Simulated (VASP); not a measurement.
# As in VASP: further runs

Aim: see how the results for As move with the level of theory and the settings. Levels: PBE, PBEsol+D3(BJ). Tasks: single point.

Program: VASP 6.6.1. These are calculated values, not measurements. Logs are shortened: lines on timing, memory, paths and dates and some standing lists are left out, and cuts for length are marked.

### Step 1. The cell of the first run

It takes space group Pm-3m (No. 221, cubic). The conventional cell has a = 2.704 Å, b = 2.704 Å, c = 2.704 Å, α = 90.00°, β = 90.00°, γ = 90.00°. Within 3.6 Å of As (site symmetry m-3m) lie 6 As at 2.70 Å.

### Step 2. Single point, PBE

The input, INCAR:

```
SYSTEM = As
ALGO = Normal
EDIFF = 1E-7
ENCUT = 520
GGA = PE
ISIF = 2
ISMEAR = 0
LASPH = .TRUE.
LCHARG = .TRUE.
LELF = .TRUE.
LREAL = .FALSE.
LVHAR = .TRUE.
LWAVE = .FALSE.
NBANDS = 8
NELM = 100
PREC = Accurate
SIGMA = 0.020999999999999998
```

The input, KPOINTS:

```
k-points
0
G
  10 10 10
  0 0 0
```

The input, POSCAR:

```
As
1.0
    2.7036817444      0.0000000000      0.0000000000
    0.0000000000      2.7036817444      0.0000000000
    0.0000000000      0.0000000000      2.7036817444
As
1
Direct
    0.5000000000      0.5000000000      0.5000000000
```

Potentials or basis: VASP PAW PBE potentials, release 64 (As).

Started as:

```
> cat potpaw_PBE.64/As/POTCAR > POTCAR
> mpirun -np 1 vasp_std > vasp.out
```

OUTCAR:

```text
SYSTEM = As
   EDIFF = 1E-7
   ENCUT = 520
   GGA = PE
   ISIF = 2
   ISMEAR = 0
   LASPH = .TRUE.
   LREAL = .FALSE.
   NELM = 100
   PREC = Accurate

 ion  position               nearest neighbor table
   1  0.500  0.500  0.500-

  LATTYP: Found a simple cubic cell.
 ALAT       =     2.7036817444

  Lattice vectors:

 A1 = (   2.7036817444,   0.0000000000,   0.0000000000)
 A2 = (   0.0000000000,   2.7036817444,   0.0000000000)
 A3 = (   0.0000000000,   0.0000000000,   2.7036817444)

Analysis of symmetry for initial positions (statically):
=====================================================================
 Subroutine PRICEL returns:
 Original cell was already a primitive cell.

 Routine SETGRP: Setting up the symmetry group for a
 simple cubic supercell.

 Subroutine GETGRP returns: Found 48 space group operations
[... 9 lines left out ...]

 Routine SETGRP: Setting up the symmetry group for a
 simple cubic supercell.

 Subroutine GETGRP returns: Found 48 space group operations
[... 11 lines left out ...]
                                     Primitive cell

  volume of cell :      19.7636

  direct lattice vectors                    reciprocal lattice vectors
     2.703681744  0.000000000  0.000000000     0.369866018  0.000000000  0.000000000
     0.000000000  2.703681744  0.000000000     0.000000000  0.369866018  0.000000000
     0.000000000  0.000000000  2.703681744     0.000000000  0.000000000  0.369866018

  length of vectors
     2.703681744  2.703681744  2.703681744     0.369866018  0.369866018  0.369866018

  position of ions in fractional coordinates (direct lattice)
     0.500000000  0.500000000  0.500000000

  ion indices of the primitive-cell ions
   primitive index   ion index
                 1           1

----------------------------------------------------------------------------------------

 KPOINTS: k-points

Automatic generation of k-mesh.
 Grid dimensions read from file:
 generate k-points for:   10   10   10

 Generating k-lattice:

  Cartesian coordinates                     Fractional coordinates (reciprocal lattice)
     0.036986602  0.000000000  0.000000000     0.100000000  0.000000000  0.000000000
     0.000000000  0.036986602  0.000000000     0.000000000  0.100000000  0.000000000
     0.000000000  0.000000000  0.036986602     0.000000000  0.000000000  0.100000000

  Length of vectors
     0.036986602  0.036986602  0.036986602

  Shift w.r.t. Gamma in fractional coordinates (k-lattice)
     0.000000000  0.000000000  0.000000000

 Subroutine IBZKPT returns following result:
 ===========================================

 Found     56 irreducible k-points:

 Following reciprocal coordinates:
            Coordinates               Weight
  0.000000  0.000000  0.000000      1.000000
  0.100000  0.000000  0.000000      6.000000
  0.200000  0.000000  0.000000      6.000000
  0.300000  0.000000  0.000000      6.000000
  0.400000  0.000000  0.000000      6.000000
  0.500000  0.000000  0.000000      3.000000
[... 16 lines left out ...]
  0.200000  0.100000  0.100000     24.000000
  0.300000  0.100000  0.100000     24.000000
 [... further k-points ...]
   k-points           NKPTS =     56   k-points in BZ     NKDIM =     56   number of bands    NBANDS=      8
   number of dos      NEDOS =    301   number of ions     NIONS =      1
   total plane-waves  NPLWV =   8000
   dimension x,y,z NGX =    20 NGY =   20 NGZ =   20
   dimension x,y,z NGXF=    40 NGYF=   40 NGZF=   40
   ions per type =               1
   NGX,Y,Z   is equivalent  to a cutoff of  12.30, 12.30, 12.30 a.u.
   NGXF,Y,Z  is equivalent  to a cutoff of  24.60, 24.60, 24.60 a.u.
 SYSTEM =  As
   PREC   = accura    normal or accurate (medium, high low for compatibility)
   ISTART =      0    job   : 0-new  1-cont  2-samecut
   ICHARG =      2    charge: 1-file 2-atom 10-const
   ISPIN  =      1    spin polarized calculation?
   LNONCOLLINEAR =      F non collinear calculations
   LSORBIT =      F    spin-orbit coupling
   LASPH  =      T    aspherical Exc in radial PAW
   ENCUT  =  520.0 eV  38.22 Ry    6.18 a.u.   5.03  5.03  5.03*2*pi/ulx,y,z
   NELM   =    100;   NELMIN=  2; NELMDL= -5     # of ELM steps
   EDIFF  = 0.1E-06   stopping-criterion for ELM
   LREAL  =      F    real-space projection
   EDIFFG = 0.1E-05   stopping-criterion for IOM
   NSW    =      0    number of steps for IOM
   IBRION =     -1    ionic relax: 0-MD 1-quasi-New 2-CG
   NFREE  =      0    steps in history (QN), initial steepest desc. (CG)
   ISIF   =      2    stress and relaxation
   ISYM   =      2    0-nonsym 1-usesym 2-fastsym
   POTIM  = 0.5000    time-step for ionic-motion
   TEBEG  =    0.0;   TEEND  =   0.0 temperature during run
   PSTRESS=    0.0 pullay stress
   NELECT =       5.0000    total number of electrons
   NUPDOWN=      -1.0000    fix difference up-down
   EMIN   =  10.00;   EMAX   =-10.00  energy-range for DOS
   EFERMI =   0.00;   METHOD = LEGACY
   ISMEAR =     0;   SIGMA  =   0.02  broadening in eV -4-tet -1-fermi 0-gaus
   EFERMI_NEDOS =   21; number of points for ismear=-14 and -15
   IALGO  =     38    algorithm
   IMIX   =      4    mixing-type and parameters
     AMIX     =   0.40;   BMIX     =  1.00
     AMIX_MAG =   1.60;   BMIX_MAG =  1.00
  volume/ion in A,a.u.               =      19.76       133.37
  Fermi-wavevector in a.u.,A,eV,Ry     =   1.035403  1.956627 14.586243  1.072059
  Thomas-Fermi vector in A             =   2.169744
   LORBIT       =      0    0 simple, 1 ext, 2 COOP (PROOUT), +10 PAW based schemes
   GGA     = PE    functional components
   LHFCALC =     F    Hartree Fock is set to
   AEXX    =    0.0000 exact exchange contribution
   IVDW    =     0    specifies the selected vdW correction
   LEPSILON=     F    determine dielectric tensor
   LRPA    =     F    only Hartree local field effects (RPA)
 non-spin polarized calculation
 Gauss-broadening in eV      SIGMA  =   0.02
  energy-cutoff  :      520.00
  volume of cell :       19.76
 maximum number of plane-waves:       554
   NGX = 11   NGY = 11   NGZ = 11

 number of electron       5.0000001 magnetization

 Free energy of the ion-electron system (eV)
  ---------------------------------------------------
  ext. energy  EPLUGINS =         0.00000000
  ---------------------------------------------------
  free energy    TOTEN  =        -4.56748858 eV

  energy without entropy =       -4.56737041  energy(sigma->0) =       -4.56742950

 E-fermi :   5.9204     XC(G=0): -10.4292

 val. band max:        5.9050590258   @ k =   0.3000   0.3000   0.3000
 cond. band min:       5.9394302236   @ k =   0.2000   0.2000   0.0000
 fundamental gap:      0.0343711978
 Fermi energy:         5.9204232254

 k-point     1 :       0.0000    0.0000    0.0000
  band No.  band energies     occupation
      1      -9.0399      2.00000
      2      10.0959      0.00000
      3      10.0959      0.00000
      4      10.0959      0.00000
      5      14.4358      0.00000
      6      14.4358      0.00000
      7      16.5018      0.00000
      8      30.8537      0.00000

 k-point     2 :       0.1000    0.0000    0.0000
  band No.  band energies     occupation
      1      -8.8559      2.00000
      2       8.0486      0.00000
      3      10.2579      0.00000
      4      10.2579      0.00000
      5      14.6003      0.00000
      6      15.6657      0.00000
      7      17.8050      0.00000
      8      28.5085      0.00000

 k-point     3 :       0.2000    0.0000    0.0000
  band No.  band energies     occupation
      1      -8.3140      2.00000
      2       4.9779      2.00000
      3      10.7203      0.00000
      4      10.7203      0.00000
      5      15.0814      0.00000
      6      16.4927      0.00000
      7      21.3709      0.00000
      8      25.6056      0.00000

 k-point     4 :       0.3000    0.0000    0.0000
  band No.  band energies     occupation
      1      -7.4596      2.00000
      2       2.1735      2.00000
      3      11.3966      0.00000
      4      11.3966      0.00000
      5      15.8275      0.00000
      6      17.4542      0.00000
      7      23.1334      0.00000
      8      23.1334      0.00000

 k-point     5 :       0.4000    0.0000    0.0000
  band No.  band energies     occupation
      1      -6.4576      2.00000
      2      -0.0295      2.00000
      3      12.0797      0.00000
      4      12.0797      0.00000
      5      16.6693      0.00000
      6      18.7375      0.00000
      7      21.3630      0.00000
      8      21.3630      0.00000

 k-point     6 :       0.5000    0.0000    0.0000
  band No.  band energies     occupation
      1      -5.8966      2.00000
      2      -0.9949      2.00000
      3      12.3927      0.00000
      4      12.3927      0.00000
      5      17.1116      0.00000
      6      20.0721      0.00000
      7      20.6863      0.00000
      8      20.6863      0.00000

 k-point     7 :       0.1000    0.1000    0.0000
  band No.  band energies     occupation
      1      -8.6718      2.00000
      2       8.0519      0.00000
      3       8.3959      0.00000
      4      10.4197      0.00000
      5      15.2625      0.00000
      6      17.1649      0.00000
      7      18.2758      0.00000
      8      26.1942      0.00000
[... 133 lines left out ...]
 k-point    20 :       0.5000    0.4000    0.0000
  band No.  band energies     occupation
      1      -3.2345      2.00000
      2       1.2704      2.00000
      3       2.6946      2.00000
      4       9.2469      0.00000
      5      14.2757      0.00000
      6      21.5225      0.00000
      7      22.9394      0.00000
      8      23.8984      0.00000

 k-point    21 :       0.5000    0.5000    0.0000
  band No.  band energies     occupation
      1      -2.6125      2.00000
      2       1.6747      2.00000
      3       1.6747      2.00000
      4       8.4519      0.00000
      5      14.5613      0.00000
      6      22.4031      0.00000
      7      23.3905      0.00000
      8      23.3905      0.00000

 k-point    22 :       0.1000    0.1000    0.1000
  band No.  band energies     occupation
      1      -8.4878      2.00000
      2       8.2165      0.00000
      3       8.2165      0.00000
      4       8.7686      0.00000
      5      17.3240      0.00000
      6      17.3240      0.00000
      7      18.6143      0.00000
      8      26.2353      0.00000

 k-point    23 :       0.2000    0.1000    0.1000
  band No.  band energies     occupation
      1      -7.9459      2.00000
      2       5.3102      2.00000
      3       8.6893      0.00000
      4       9.1245      0.00000
      5      17.7842      0.00000
      6      18.4870      0.00000
      7      21.1557      0.00000
      8      23.1992      0.00000

 k-point    24 :       0.3000    0.1000    0.1000
  band No.  band energies     occupation
      1      -7.0913      2.00000
      2       2.5189      2.00000
      3       9.3903      0.00000
      4       9.8826      0.00000
      5      18.4682      0.00000
      6      18.4785      0.00000
      7      20.6551      0.00000
      8      21.4382      0.00000

 [... further k-points ...]
[... 5 lines left out ...]
  --------------------------------------------------------------------------------------
  -------------------------------------------------------------------------------------
  Total        0.3044922      0.3044922      0.3044922      0.0000000      0.0000000     -0.0000000
  in kB       24.6842538     24.6842538     24.6842538      0.0000000      0.0000000     -0.0000000
  external PRESSURE =      24.6842538 kB  Pullay stress =       0.0000000 kB

 VOLUME and BASIS-vectors are now :
 -----------------------------------------------------------------------------
  energy-cutoff  :      520.00
  volume of cell :       19.76
      direct lattice vectors                 reciprocal lattice vectors
     2.703681744  0.000000000  0.000000000     0.369866018  0.000000000  0.000000000
     0.000000000  2.703681744  0.000000000     0.000000000  0.369866018  0.000000000
     0.000000000  0.000000000  2.703681744     0.000000000  0.000000000  0.369866018

 POSITION                                       TOTAL-FORCE (eV/Angst)
 -----------------------------------------------------------------------------------
      1.35184      1.35184      1.35184         0.000000      0.000000      0.000000
 -----------------------------------------------------------------------------------
    total drift:                                0.000000     -0.000000      0.000000

  FREE ENERGIE OF THE ION-ELECTRON SYSTEM (eV)
  ---------------------------------------------------
  free  energy   TOTEN  =        -4.5674885791 eV

  energy  without entropy=       -4.5673704136  energy(sigma->0) =       -4.56742950
```

Run time: 4.9 s. Hardware: 1 thread of Intel Xeon Platinum 8488C (Sapphire Rapids), shared host; peak memory 0.12 GiB.

Results:

```yaml
Free_energy: -4.5675 eV
Pressure: 2.5 GPa
```

### Step 3. Single point, PBE

The input, INCAR:

```
PREC = Accurate
ENCUT = 520
EDIFF = 1E-6
ISMEAR = -1
SIGMA = 0.05
LREAL = False
LASPH = True
NELM = 80
ALGO = Normal
ISIF = 2
LWAVE = False
LCHARG = False
GGA = PE
NBANDS = 8
```

The input, KPOINTS:

```
regular mesh
0
Gamma
  10 10 10
```

POSCAR is that of step 2.

Potentials or basis: VASP PAW PBE potentials, release 64 (As).

Started as:

```
> cat potpaw_PBE.64/As/POTCAR > POTCAR
> mpirun -np 1 vasp_std > vasp.out
```

It took 9.4 s on 1 thread of AMD EPYC, shared host; peak memory 0.09 GiB.

Results (log left out):

```yaml
Free_energy: -4.5688 eV
Pressure: 2.4 GPa
```

Levels at points of the mesh, in eV from the Fermi level:
| k point | band 1 | band 2 | band 3 | band 4 | band 5 |
| --- | --- | --- | --- | --- | --- |
| (0.00, 0.00, 0.00) | -14.94 | 4.19 | 4.19 | 4.19 | 8.53 |
| (0.50, 0.00, 0.00) | -11.80 | -6.90 | 6.49 | 6.49 | 11.21 |
| (0.50, 0.50, 0.00) | -8.52 | -4.23 | -4.23 | 2.55 | 8.66 |
| (0.50, 0.50, 0.50) | -4.89 | -1.79 | -1.79 | -1.79 | 5.98 |

### Step 4. Single point, PBE (the cell strained at random)

The input, INCAR:

```
PREC     = Accurate       # precision mode
ENCUT    = 520            # plane-wave cutoff, eV
EDIFF    = 1E-6           # SCF threshold, eV
ISMEAR   = -1             # smearing method
SIGMA    = 0.05           # smearing width, eV
LREAL    = F              # projectors in reciprocal space
LASPH    = T              # aspherical terms in the spheres
NELM     = 100            # most SCF steps
ALGO     = Normal         # electronic algorithm
ISIF     = 2              # what is computed and relaxed
LWAVE    = F              # write WAVECAR
LCHARG   = F              # write CHGCAR
GGA      = PE             # functional
NBANDS   = 8              # bands
```

The input, KPOINTS:

```
Automatic mesh
0
Gamma
  10 10 10
```

The input, POSCAR:

```
As
1.0
    2.7100410000     -0.0173790000     -0.0118580000
   -0.0173790000      2.7297000000      0.0332640000
   -0.0118580000      0.0332640000      2.6721930000
As
1
Direct
    0.4843510000      0.5055250000      0.4963750000
```

Started as:

```
> cat potpaw_PBE.64/As/POTCAR > POTCAR
> mpirun -np 1 vasp_std > vasp.out
```

Wall time 69 s (1 thread of AMD EPYC, shared host); peak memory 0.15 GiB.

The run converged. Its results:

| Quantity | Value |
| --- | --- |
| Free energy | -4.5646 eV |
| Pressure | 2.4 GPa |

Stress tensor (GPa, compression positive):
```
 1.99  0.28  0.43
 0.28  0.59 -0.86
 0.43 -0.86  4.66
```

Levels at points of the mesh, in eV from the Fermi level:
| k point | band 1 | band 2 | band 3 | band 4 | band 5 | band 6 |
| --- | --- | --- | --- | --- | --- | --- |
| (0.00, 0.00, 0.00) | -14.92 | 3.89 | 4.14 | 4.65 | 8.41 | 8.67 |
| (0.50, 0.00, 0.00) | -11.81 | -6.86 | 6.16 | 6.91 | 11.20 | 14.20 |
| (0.00, 0.50, 0.00) | -11.92 | -6.85 | 6.32 | 6.79 | 11.19 | 14.36 |
| (0.50, 0.50, 0.00) | -8.69 | -4.35 | -4.13 | 2.55 | 8.93 | 16.51 |
| (0.00, 0.00, 0.50) | -11.58 | -6.90 | 6.31 | 6.58 | 11.23 | 14.01 |
| (0.50, 0.00, 0.50) | -8.32 | -4.30 | -4.03 | 2.61 | 8.45 | 16.18 |
| (0.00, 0.50, 0.50) | -8.45 | -4.44 | -3.94 | 2.60 | 8.62 | 16.41 |
| (0.50, 0.50, 0.50) | -4.87 | -2.06 | -1.71 | -1.50 | 5.74 | 6.05 |

Caveat: the cell differs from its parent crystal (the cell strained at random).

### Step 5. Single point, PBEsol+D3(BJ)

This run uses another cell than the first one, of 18.80 Å³/atom, 0.951 times its volume.

The input, INCAR:

```
PREC = Accurate
ENCUT = 520
EDIFF = 1E-6
ISMEAR = -1
SIGMA = 0.05
LREAL = False
LASPH = True
NELM = 60
ALGO = Normal
ISIF = 2
LWAVE = False
LCHARG = True
GGA = PS
IVDW = 12
LELF = True
LVHAR = True
NBANDS = 8
```

The input, KPOINTS:

```
regular mesh
0
Gamma
  10 10 10
```

The input, POSCAR:

```
As
1.0
    2.6588316858      0.0000000000      0.0000000000
    0.0000000000      2.6588316858      0.0000000000
    0.0000000000      0.0000000000      2.6588316858
As
1
Direct
    0.5000000000      0.5000000000      0.5000000000
```

Started as:

```
> cat potpaw_PBE.64/As/POTCAR > POTCAR
> mpirun -np 1 vasp_std > vasp.out
```

It took 7.7 s on 1 thread of AMD EPYC 7R13, shared host; peak memory 0.1 GiB.

The run converged. Its results:

* Free energy: -5.4619 eV
* Pressure: -0.1 GPa
* Dispersion energy per atom: -0.421 eV

Levels at points of the mesh, in eV from the Fermi level:
| k point | band 1 | band 2 | band 3 | band 4 | band 5 |
| --- | --- | --- | --- | --- | --- |
| (0.00, 0.00, 0.00) | -15.42 | 4.38 | 4.38 | 4.38 | 8.59 |
| (0.50, 0.00, 0.00) | -12.04 | -7.34 | 6.88 | 6.88 | 11.42 |
| (0.50, 0.50, 0.00) | -8.48 | -4.49 | -4.49 | 2.22 | 9.24 |
| (0.50, 0.50, 0.50) | -4.50 | -1.87 | -1.87 | -1.87 | 5.84 |

Caveat: three body term missing; the PAW data sets were made with another functional, which shifts forces and pressure a little; pairwise dispersion overbinds metals, which lowers pressure and volume.

### Step 6. The runs side by side

| level | cell | smearing | gap on the mesh (eV) | pressure (GPa) |
| --- | --- | --- | --- | --- |
| PBE | a = 2.704 Å, 1 atom | gaussian 0.021 eV | none | 2.5 |
| PBE | a = 2.704 Å, 1 atom | fermi-dirac 0.05 eV | none | 2.4 |
| PBE | a = 2.710, b = 2.730, c = 2.672 Å, angles 88.6, 90.5, 90.7°, 1 atom | fermi-dirac 0.05 eV | none | 2.4 |
| PBEsol+D3(BJ) | a = 2.659 Å, 1 atom | fermi-dirac 0.05 eV | none | -0.1 |

Alike in all rows: task single point; potentials or basis VASP PAW PBE potentials, release 64 (As); no spin polarisation; k mesh 10 × 10 × 10; cutoff (eV) 520.

Caveats: three body term missing (some runs); the PAW data sets were made with another functional, which shifts forces and pressure a little (some runs); pairwise dispersion overbinds metals, which lowers pressure and volume (some runs).

Total energies depend on the potentials used, so only differences within one code and one set of settings carry meaning.
